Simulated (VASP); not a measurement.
Os: single point with PBE

Crystal: Os.

```
Os
1.0
     2.50301    0.00000    0.00000
     0.00000    2.50301    0.00000
     0.00000    0.00000    2.50301
Os
1
Direct
  0.00000 0.00000 0.00000
```

This isn't the form of Os at room conditions, which is hcp.

```json
{
  "Program": "VASP 6.6.1",
  "Task": "single point",
  "Functional": "PBE",
  "Potentials or basis": "VASP PAW PBE potentials, release 64 (Os)",
  "Cutoff": "520 eV",
  "k mesh": "19 × 19 × 19",
  "Occupations": "methfessel-paxton, width 0.05 eV",
  "Spin": "no spin polarisation",
  "Dipole correction": "no",
  "Further INCAR settings": "ALGO = Normal; EDIFF = 1e-07; NBANDS = 10"
}
```

| Item | Value |
| --- | --- |
| Pressure | 20.0 GPa |
| Band gap on the k mesh | zero (bands 4 and 5 overlap by 6.40 eV) |

Levels at points of the mesh, in eV from the Fermi level:
| k point | band 1 | band 2 | band 3 | band 4 | band 5 | band 6 | band 7 | band 8 |
| --- | --- | --- | --- | --- | --- | --- | --- | --- |
| (0.00, 0.00, 0.00) | -9.99 | -6.48 | -6.48 | 2.50 | 2.50 | 2.50 | 15.95 | 15.95 |

Wall time 19 s on 1 thread of Intel(R) Xeon(R) Platinum 8375C CPU @ 2.90GHz (Ice Lake), with other jobs on the host, peak memory 0.15 GiB.

Caveat: the cell stands under pressure; spin-orbit coupling is left out, which moves the levels of the heavy elements.
